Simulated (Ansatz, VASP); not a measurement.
ZnS: VASP beside Ansatz

```
Zn S
1.0
     5.38903    0.00000    0.00000
     0.00000   -5.38903    0.00000
     0.00000    0.00000   -5.38903
Zn S
4 4
Cartesian
  -0.1273 0.1273 0.0000
  2.6945 -2.6945 0.0000
  2.6945 0.0000 -2.6945
  0.0000 -2.6945 -2.6945
  4.0418 -4.0418 -4.0418
  1.3473 -1.3473 -4.0418
  1.3473 -4.0418 -1.3473
  4.0418 -1.3473 -1.3473
```

Alike in both runs: task single point; functional r2SCAN; k mesh 4 × 4 × 4; occupations gaussian, width 0.05 eV; no spin polarisation.

|  | VASP | Ansatz |
| --- | --- | --- |
| version | VASP 6.6.1 | Ansatz 0.2.0 |
| potentials or method | VASP PAW PBE potentials, release 64 (Zn, S), cutoff 520 eV | scalar-relativistic, plane waves, PAW |
| valence electrons in the cell | 72 | 72 |

VASP gave:

| Item | Value |
| --- | --- |
| gap on the k mesh at the Fermi level (eV) | 2.66 |
| least direct gap on the mesh (eV) | 2.66 |
| pressure (GPa) | 0.4 |
| traceless stress, the component that is largest in VASP (GPa) | -0.80 |
| rms of the force components (eV/Å) | 0.362 |

Task: What did Ansatz give for the same quantities?

Result: gap on the k mesh at the Fermi level (eV): 2.65; least direct gap on the mesh (eV): 2.65; pressure (GPa): 0.3; traceless stress, the component that is largest in VASP (GPa): -0.80; rms of the force components (eV/Å): 0.355.

VASP's potentials were made for PBE, not for r2SCAN. Atom by atom the forces differ by 0.007 eV/Å (rms over components). The functional is the same, so the differences come from potentials, cutoffs and numerics.
